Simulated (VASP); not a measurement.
Crystal: VO2.

```xyz
6
Lattice="4.5956 0.0000 0.0000 0.0000 4.5956 0.0000 0.0000 0.0000 3.1042" Properties=species:S:1:pos:R:3 pbc="T T T"
V     2.2978    2.2978    1.5521
V     0.0000    0.0000    0.0000
O     0.9208    3.6748    1.5521
O     3.6748    0.9208    1.5521
O     3.2186    3.2186    0.0000
O     1.3770    1.3770    0.0000
```

Base run:

```yaml
Program: VASP 6.6.1
Functional: PBEsol
Potentials_or_basis: VASP PAW PBE potentials, release 64 (V_sv, O)
Cutoff: 600 eV
k_mesh: 6 × 6 × 9
Occupations: fermi-dirac, width 0.05 eV
Spin: collinear spin, ferromagnetic start
Starting_moments: "[2.0, 2.0, 0.0, 0.0, 0.0, 0.0] μB"
```

Its results: band gap on the k mesh zero (filled and empty bands overlap); pressure -25.6 GPa; net moment 2.00 μB per cell; site moments V +1.10; O -0.08 μB; largest force 0.298 eV/Å.

The run is repeated on the same cell with these changes: functional from PBEsol to SVWN5. What comes out?

Band gap on the k mesh zero (filled and empty bands overlap); pressure -31.7 GPa; net moment 2.00 μB per cell; site moments V +1.05; O -0.05 μB; largest force 0.337 eV/Å.

SVWN5 binds more tightly than PBEsol, so the same cell stands under less pressure.

Caveats: the cell stands under tension; the PAW data sets were made with another functional, which shifts forces and pressure a little; semilocal functionals often make such compounds metallic where correlation or magnetic order opens a gap, which also shifts bond lengths.
